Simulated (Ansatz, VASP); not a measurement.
# Two plane-wave programs on ZnO

File INCAR:

```
PREC = Accurate
ENCUT = 910
EDIFF = 1E-6
ISMEAR = 0
SIGMA = 0.01
LREAL = F
LASPH = T
NELM = 120
ALGO = Normal
ISIF = 2
LWAVE = F
LCHARG = T
GGA = CA
LELF = T
LVHAR = T
NBANDS = 26
GGA_COMPAT = F
```

Contents of KPOINTS:

```
Automatic mesh
0
Gamma
  12 12 6
```

POSCAR

```
ZnO
1.0
    2.9768608459      0.0000000000      0.0000000000
   -1.4884304230      2.5780371161      0.0000000000
    0.0000000000      0.0000000000      5.1256343879
Zn O
2 2
Direct
    0.0000000000      0.0000000000      0.0000000000
    0.0000000000      0.0000000000      0.5000000000
    0.3333333333      0.6666666667      0.2500000000
    0.6666666667      0.3333333333      0.7500000000
```

Input for Ansatz:

```yaml
crystal:
  lattice:
    - [2.9768608459, 0.0, 0.0]
    - [-1.488430423, 2.5780371161, 0.0]
    - [0.0, 0.0, 5.1256343879]
  atoms:
    - { symbol: Zn, position: [0.0, 0.0, 0.0] }
    - { symbol: Zn, position: [0.0, 0.0, 0.5] }
    - { symbol: O, position: [0.3333333333, 0.6666666667, 0.25] }
    - { symbol: O, position: [0.6666666667, 0.3333333333, 0.75] }
kpoints:
  mp_grid: { grid: [12, 12, 6] }
  band_path:
    path:
      - [0.0, 0.0, 0.0]
      - [0.5, 0.0, 0.0]
      - [0.3333333333, 0.3333333333, 0.0]
      - [0.0, 0.0, 0.5]
      - [0.5, 0.0, 0.5]
      - [0.3333333333, 0.3333333333, 0.5]
    npoints: 1
hamiltonian:
  xc: lda
scf:
  occupations: { method: fixed }
  n_extra_bands: 5
output:
  forces: true
  stress: true
  eigenvalues: true
  write_density: true
  write_potential: true
  elf: true
  volumetric_format: npy
```

Alike in both runs: task single point; functional LDA; k mesh 12 × 12 × 6; no spin polarisation.

```csv
,VASP,Ansatz
version,VASP 6.6.1,Ansatz 0.2.0
potentials or method,"VASP PAW LDA potentials, release 64 (Zn, O_h)","plane waves, PAW"
plane-wave cutoff (eV),910,420
occupations,"gaussian, width 0.01 eV",fixed
valence electrons in the cell,36,36
```

```tsv
	VASP	Ansatz	Ansatz less VASP
gap on the k mesh at the Fermi level (eV)	0.71	0.71	-0.004
```

LDA's correlation is that of Perdew and Zunger in VASP and of Perdew and Wang (1992) in Ansatz.

Noted on VASP's run: the cutoff is short for stress, so the pressure is rough.
